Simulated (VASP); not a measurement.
# KF (Fm-3m) in VASP: a series of runs

Runs on KF. Level: PBEsol. Tasks: elastic constants.

Program: VASP 6.6.1. These are calculated values, not measurements. Logs are shortened: lines on timing, memory, paths and dates and some standing lists are left out, and cuts for length are marked.

### 1 The cell of the first run

It takes space group Fm-3m (No. 225, cubic). Conventional cell: a = 5.257 Å, b = 5.257 Å, c = 5.257 Å, α = 90.00°, β = 90.00°, γ = 90.00°. Within 3.5 Å of K (site symmetry m-3m) lie 6 F at 2.63 Å. F (site symmetry m-3m) has 6 K at 2.63 Å within 3.5 Å.

### 2 Elastic constants, PBEsol

Contents of INCAR:

```
SYSTEM = KF
ALGO = Normal ; EDIFF = 1E-8
ENCUT = 600 ; GGA = PS
IBRION = 6 ; ISIF = 3
ISMEAR = 0 ; LASPH = .TRUE.
LCHARG = .FALSE. ; LREAL = .FALSE.
LWAVE = .FALSE. ; NBANDS = 15
NELM = 100 ; NFREE = 2
NSW = 1 ; POTIM = 0.015
PREC = Accurate ; SIGMA = 0.01
```

Contents of KPOINTS:

```
k-points
0
G
  8 8 8
  0 0 0
```

Contents of POSCAR:

```
KF
1.0
    0.0000000000      2.6286375417      2.6286375417
    2.6286375417      0.0000000000      2.6286375417
    2.6286375417      2.6286375417      0.0000000000
K F
1 1
Direct
    0.0000000000      0.0000000000      0.0000000000
    0.5000000000      0.5000000000      0.5000000000
```

Potentials or basis: VASP PAW PBE potentials, release 64 (K_sv, F).

The run is started by

```bash
> cat potpaw_PBE.64/K_sv/POTCAR potpaw_PBE.64/F/POTCAR > POTCAR
> mpirun -np 1 vasp_std > vasp.out
```

OUTCAR:

```text
SYSTEM = KF
   EDIFF = 1E-8
   ENCUT = 600
   GGA = PS
   IBRION = 6
   ISIF = 3
   ISMEAR = 0
   LASPH = .TRUE.
   LREAL = .FALSE.
   NELM = 100
   NFREE = 2
   NSW = 1
   POTIM = 0.015
   PREC = Accurate

 ion  position               nearest neighbor table
   1  0.000  0.000  0.000-   2 2.63   2 2.63   2 2.63   2 2.63   2 2.63   2 2.63
   2  0.500  0.500  0.500-   1 2.63   1 2.63   1 2.63   1 2.63   1 2.63   1 2.63

  LATTYP: Found a face centered cubic cell.
 ALAT       =     5.2572750834

  Lattice vectors:

 A1 = (   0.0000000000,   2.6286375417,   2.6286375417)
 A2 = (   2.6286375417,   0.0000000000,   2.6286375417)
 A3 = (   2.6286375417,   2.6286375417,   0.0000000000)

Analysis of symmetry for initial positions (statically):
=====================================================================
 Subroutine PRICEL returns:
 Original cell was already a primitive cell.

 Routine SETGRP: Setting up the symmetry group for a
 face centered cubic supercell.

 Subroutine GETGRP returns: Found 48 space group operations
 (whereof 48 operations were pure point group operations)
 out of a pool of 48 trial point group operations.

The static configuration has the point symmetry O_h .

Analysis of symmetry for dynamics (positions and initial velocities):
=====================================================================
 Subroutine PRICEL returns:
 Original cell was already a primitive cell.

 Routine SETGRP: Setting up the symmetry group for a
 face centered cubic supercell.

 Subroutine GETGRP returns: Found 48 space group operations
 (whereof 48 operations were pure point group operations)
 out of a pool of 48 trial point group operations.

The dynamic configuration has the point symmetry O_h .

 Subroutine INISYM returns: Found 48 space group operations
 (whereof 48 operations are pure point group operations),
 and found     1 'primitive' translations

----------------------------------------------------------------------------------------

                                     Primitive cell

  volume of cell :      36.3264

  direct lattice vectors                    reciprocal lattice vectors
     0.000000000  2.628637542  2.628637542    -0.190212607  0.190212607  0.190212607
     2.628637542  0.000000000  2.628637542     0.190212607 -0.190212607  0.190212607
     2.628637542  2.628637542  0.000000000     0.190212607  0.190212607 -0.190212607

  length of vectors
     3.717454862  3.717454862  3.717454862     0.329457900  0.329457900  0.329457900

  position of ions in fractional coordinates (direct lattice)
     0.000000000  0.000000000  0.000000000
     0.500000000  0.500000000  0.500000000

  ion indices of the primitive-cell ions
   primitive index   ion index
                 1           1
                 2           2

----------------------------------------------------------------------------------------

 KPOINTS: k-points

Automatic generation of k-mesh.
 Grid dimensions read from file:
 generate k-points for:    8    8    8

 Generating k-lattice:

  Cartesian coordinates                     Fractional coordinates (reciprocal lattice)
    -0.023776576  0.023776576  0.023776576     0.125000000  0.000000000  0.000000000
     0.023776576 -0.023776576  0.023776576     0.000000000  0.125000000  0.000000000
     0.023776576  0.023776576 -0.023776576     0.000000000  0.000000000  0.125000000

  Length of vectors
     0.041182237  0.041182237  0.041182237
[... 111 lines left out ...]
  -------------------------------------------------------------------------------------
  Total        0.2412374      0.2412374      0.2412374     -0.0000000      0.0000000      0.0000000
  in kB       10.6397925     10.6397925     10.6397925     -0.0000000      0.0000000      0.0000000
  external PRESSURE =      10.6397925 kB  Pullay stress =       0.0000000 kB
[... 89 lines left out ...]
  FREE ENERGIE OF THE ION-ELECTRON SYSTEM (eV)
  ---------------------------------------------------
  free  energy   TOTEN  =        -8.5107882385 eV

  energy  without entropy=       -8.5107882385  energy(sigma->0) =       -8.51078824

[... ionic steps 4 to 14 ...]

--------------------------------------- Ionic step       15  -------------------------------------------

 number of electron      16.0000009 magnetization

------------------------ aborting loop because EDIFF is reached ----------------------------------------
[... 67 lines left out ...]
--------------------------------------- Ionic step       17  -------------------------------------------

 number of electron      16.0000003 magnetization

 Free energy of the ion-electron system (eV)
  ---------------------------------------------------
  ext. energy  EPLUGINS =         0.00000000
  ---------------------------------------------------
  free energy    TOTEN  =        -8.51646764 eV

  energy without entropy =       -8.51646764  energy(sigma->0) =       -8.51646764

 E-fermi :  -2.7194     XC(G=0):  -8.8475

 val. band max:       -2.7782771036   @ k =   0.0000   0.0000   0.0000
 cond. band min:       3.5027830296   @ k =   0.0000   0.0000   0.0000
 fundamental gap:      6.2810601332
 Fermi energy:        -2.7193689723

 k-point     1 :       0.0000    0.0000    0.0000
  band No.  band energies     occupation
      1     -28.6090      2.00000
      2     -21.3332      2.00000
      3     -11.8809      2.00000
      4     -11.8808      2.00000
      5     -11.8808      2.00000
      6      -2.7784      2.00000
      7      -2.7784      2.00000
      8      -2.7783      2.00000
      9       3.5028      0.00000
     10       7.9854      0.00000
     11       7.9858      0.00000
     12       7.9858      0.00000
     13       9.7299      0.00000
     14       9.7307      0.00000
[... 401 lines left out ...]
      2     -21.4257      2.00000
      3     -12.2566      2.00000
      4     -12.1409      2.00000
      5     -11.9626      2.00000
      6      -3.3974      2.00000
      7      -3.0856      2.00000
      8      -3.0508      2.00000
      9       6.7100      0.00000
     10       7.4332      0.00000
     11       9.1330      0.00000
     12      10.1847      0.00000
     13      11.5207      0.00000
     14      12.6260      0.00000
     15      12.9470      0.00000

 [... further k-points ...]

------------------------ aborting loop because EDIFF is reached ----------------------------------------

  FORCE on cell =-STRESS in cart. coord.  units (eV):
  Direction    XX          YY          ZZ          XY          YZ          ZX
  --------------------------------------------------------------------------------------
  -------------------------------------------------------------------------------------
  Total        0.2442723      0.2410488      0.2410488     -0.0000000      0.0000000      0.0000000
  in kB       10.7736448     10.6314749     10.6314749     -0.0000000      0.0000000      0.0000000
  external PRESSURE =      10.6788649 kB  Pullay stress =       0.0000000 kB
[... 17 lines left out ...]
  FREE ENERGIE OF THE ION-ELECTRON SYSTEM (eV)
  ---------------------------------------------------
  free  energy   TOTEN  =        -8.5164676445 eV

  energy  without entropy=       -8.5164676445  energy(sigma->0) =       -8.51646764

 INTERNAL STRAIN TENSORS FROM STRAINED CELLS
 ============================================

 INTERNAL STRAIN TENSOR FOR ION    1 for displacements in x,y,z  (eV/Angst):
          X           Y           Z          XY          YZ          ZX
  --------------------------------------------------------------------------------
  x     0.00000    -0.00000    -0.00000     0.00000    -0.00000    -0.00000
  y     0.00000     0.00000     0.00000    -0.00000     0.00000     0.00000
  z    -0.00000     0.00000    -0.00000     0.00000    -0.00000     0.00000

 INTERNAL STRAIN TENSORS FROM DISPLACED ATOMS
 ============================================

 INTERNAL STRAIN TENSOR FOR ION    1 for displacements in x,y,z  (eV/Angst):
          X           Y           Z          XY          YZ          ZX
  --------------------------------------------------------------------------------
  x     0.00000     0.00000     0.00000     0.00000     0.00000     0.00000
  y     0.00000     0.00000     0.00000     0.00000     0.00000     0.00000
  z     0.00000     0.00000     0.00000     0.00000     0.00000     0.00000

 INTERNAL STRAIN TENSOR FOR ION    2 for displacements in x,y,z  (eV/Angst):
          X           Y           Z          XY          YZ          ZX
  --------------------------------------------------------------------------------
  x     0.00000     0.00000     0.00000     0.00000     0.00000     0.00000
  y     0.00000     0.00000     0.00000     0.00000     0.00000     0.00000
  z     0.00000     0.00000     0.00000     0.00000     0.00000     0.00000

 Eigenvectors and eigenvalues of the dynamical matrix
 ----------------------------------------------------

   1 f  =    5.939217 THz    37.317200 2PiTHz  198.110952 cm-1    24.562616 meV
             X         Y         Z           dx          dy          dz
      0.000000  0.000000  0.000000    -0.000000   -0.568628    0.000000
      2.628638  2.628638  2.628638     0.000000    0.822595    0.000000
[... 21 lines left out ...]
   6 f/i=    0.023284 THz     0.146299 2PiTHz    0.776676 cm-1     0.096295 meV
             X         Y         Z           dx          dy          dz
      0.000000  0.000000  0.000000     0.001711   -0.433050    0.699376
      2.628638  2.628638  2.628638     0.001183   -0.299350    0.483452

--------------------------------------------------------------------------------------------------------

 ELASTIC MODULI CONTR FROM IONIC RELAXATION (kBar)
 Direction    XX          YY          ZZ          XY          YZ          ZX
 --------------------------------------------------------------------------------
 XX           0.0000      0.0000      0.0000      0.0000      0.0000      0.0000
 YY           0.0000      0.0000      0.0000      0.0000      0.0000      0.0000
 ZZ           0.0000      0.0000      0.0000      0.0000      0.0000      0.0000
 XY           0.0000      0.0000      0.0000      0.0000      0.0000      0.0000
 YZ           0.0000      0.0000      0.0000      0.0000      0.0000      0.0000
 ZX           0.0000      0.0000      0.0000      0.0000      0.0000      0.0000
 --------------------------------------------------------------------------------

 TOTAL ELASTIC MODULI (kBar)
 Direction    XX          YY          ZZ          XY          YZ          ZX
 --------------------------------------------------------------------------------
 XX         824.9950    150.8119    150.8119      0.0000      0.0000      0.0000
 YY         150.8119    824.9950    150.8119     -0.0000     -0.0000      0.0000
 ZZ         150.8119    150.8119    824.9950      0.0000     -0.0000      0.0000
 XY           0.0000     -0.0000      0.0000    128.0006      0.0000      0.0000
 YZ           0.0000     -0.0000     -0.0000      0.0000    128.0006      0.0000
 ZX           0.0000      0.0000      0.0000      0.0000      0.0000    128.0006
 --------------------------------------------------------------------------------
```

Run time: 5.7 min. Hardware: 1 thread of Intel Xeon 6975P-C (Granite Rapids), shared host; peak memory 0.3 GiB.

Results:

- Elastic constants C11, C12, C44: 82, 15, 13 GPa
- Voigt bulk modulus: 38 GPa
- Highest phonon frequency at Γ, LO-TO splitting left out: 198 cm⁻¹

Phonon frequencies in cm⁻¹ (negative: imaginary):
```csv
q point,frequencies
"(0.000, 0.000, 0.000)",-1 -1 -1 198 198 198
```

Elastic tensor in Voigt notation (GPa, in the Cartesian axes of the cell as first typed):
```
82 15 15  0  0  0
15 82 15  0  0  0
15 15 82  0  0  0
 0  0  0 13  0  0
 0  0  0  0 13  0
 0  0  0  0  0 13
```

Clamped-ion elastic tensor (GPa):
```
82 15 15  0  0  0
15 82 15  0  0  0
15 15 82  0  0  0
 0  0  0 13  0  0
 0  0  0  0 13  0
 0  0  0  0  0 13
```

Caveat: the cell is under stress, which shifts elastic constants; the PAW data sets were made with another functional, which shifts forces and pressure a little.

### 3 Elastic constants, PBEsol

This run uses another cell than the first one, of 18.70 Å³/atom.

Contents of INCAR:

```
ALGO     = Normal         # electronic algorithm
EDIFF    = 1E-8           # SCF threshold, eV
ENCUT    = 600            # plane-wave cutoff, eV
GGA      = PS             # functional
IBRION   = 6              # ionic algorithm
ISIF     = 3              # what is computed and relaxed
ISMEAR   = 0              # smearing method
LASPH    = True           # aspherical terms in the spheres
LCHARG   = False          # write CHGCAR
LREAL    = False          # projectors in reciprocal space
LWAVE    = False          # write WAVECAR
NBANDS   = 15             # bands
NELM     = 80             # most SCF steps
NFREE    = 2            
NSW      = 1              # ionic steps
POTIM    = 0.015          # step
PREC     = Accurate       # precision mode
SIGMA    = 0.01           # smearing width, eV
```

Contents of KPOINTS:

```
k-points
0
Gamma
  8 8 8
```

Contents of POSCAR:

```
KF
1.0
    0.0000000000      2.6541886808      2.6541886808
    2.6541886808      0.0000000000      2.6541886808
    2.6541886808      2.6541886808      0.0000000000
K F
1 1
Direct
    0.0000000000      0.0000000000      0.0000000000
    0.5000000000      0.5000000000      0.5000000000
```

Potentials or basis: VASP PAW PBE potentials, release 64 (K_sv, F).

The run is started by

```bash
> cat potpaw_PBE.64/K_sv/POTCAR potpaw_PBE.64/F/POTCAR > POTCAR
> mpirun -np 1 vasp_std > vasp.out
```

OUTCAR:

```text
EDIFF = 1E-8
   ENCUT = 600
   GGA = PS
   IBRION = 6
   ISIF = 3
   ISMEAR = 0
   LASPH = True
   LREAL = False
   NELM = 80
   NFREE = 2
   NSW = 1
   POTIM = 0.015
   PREC = Accurate

 ion  position               nearest neighbor table
   1  0.000  0.000  0.000-   2 2.65   2 2.65   2 2.65   2 2.65   2 2.65   2 2.65
[... 884 lines left out ...]
      0.000000  0.000000  0.000000     0.000000    0.000000   -0.571233
      2.654189  2.654189  2.654189     0.000000    0.000000    0.820788
[... 21 lines left out ...]
   6 f/i=    0.004118 THz     0.025877 2PiTHz    0.137374 cm-1     0.017032 meV
             X         Y         Z           dx          dy          dz
      0.000000  0.000000  0.000000    -0.027595    0.008422   -0.820281
      2.654189  2.654189  2.654189    -0.019205    0.005861   -0.570880

--------------------------------------------------------------------------------------------------------

 ELASTIC MODULI CONTR FROM IONIC RELAXATION (kBar)
 Direction    XX          YY          ZZ          XY          YZ          ZX
 --------------------------------------------------------------------------------
 XX           0.0000      0.0000      0.0000      0.0000      0.0000      0.0000
 YY           0.0000      0.0000      0.0000      0.0000      0.0000      0.0000
 ZZ           0.0000      0.0000      0.0000      0.0000      0.0000      0.0000
 XY           0.0000      0.0000      0.0000      0.0000      0.0000      0.0000
 YZ           0.0000      0.0000      0.0000      0.0000      0.0000      0.0000
 ZX           0.0000      0.0000      0.0000      0.0000      0.0000      0.0000
 --------------------------------------------------------------------------------

 TOTAL ELASTIC MODULI (kBar)
 Direction    XX          YY          ZZ          XY          YZ          ZX
 --------------------------------------------------------------------------------
 XX         713.7240    143.9928    143.9928      0.0000      0.0000     -0.0000
 YY         143.9928    713.7240    143.9928      0.0000     -0.0000      0.0000
 ZZ         143.9928    143.9928    713.7240      0.0000     -0.0000      0.0000
 XY           0.0000      0.0000      0.0000    132.5802      0.0000      0.0000
 YZ           0.0000     -0.0000     -0.0000      0.0000    132.5802      0.0000
 ZX          -0.0000      0.0000      0.0000      0.0000      0.0000    132.5802
 --------------------------------------------------------------------------------
```

stdout:

```text
POSCAR found type information on POSCAR K F
 POSCAR found :  2 types and       2 ions
 scaLAPACK will be used
 -----------------------------------------------------------------------------
|                                                                             |
|                                                                             |
|     You enforced a specific xc type in the INCAR file but a different       |
|     I HOPE YOU KNOW WHAT YOU ARE DOING!                                     |
[... 32 lines left out ...]
 Finite differences progress:
 bond charge predicted
 Finite differences progress:
 bond charge predicted
 Finite differences progress:
 bond charge predicted
 Finite differences progress:
 bond charge predicted
 Finite differences progress:
 bond charge predicted
 Finite differences progress:
 bond charge predicted
 Finite differences progress:
```

Wall time 6.1 min (1 thread of Intel Xeon 6975P-C (Granite Rapids), shared host); peak memory 0.3 GiB.

Results:

```
Elastic constants C11, C12, C44                         : 71, 14, 13 GPa
Voigt bulk modulus                                      : 33 GPa
Highest phonon frequency at Γ, LO-TO splitting left out : 183 cm⁻¹
```

Phonon frequencies in cm⁻¹ (negative: imaginary):
| q point | frequencies |
| --- | --- |
| (0.000, 0.000, 0.000) | 0 0 0 183 183 183 |

Elastic tensor in Voigt notation (GPa, in the Cartesian axes of the cell as first typed):
```
71 14 14  0  0  0
14 71 14  0  0  0
14 14 71  0  0  0
 0  0  0 13  0  0
 0  0  0  0 13  0
 0  0  0  0  0 13
```

Clamped-ion elastic tensor (GPa):
```
71 14 14  0  0  0
14 71 14  0  0  0
14 14 71  0  0  0
 0  0  0 13  0  0
 0  0  0  0 13  0
 0  0  0  0  0 13
```

Caveat: the PAW data sets were made with another functional, which shifts forces and pressure a little.
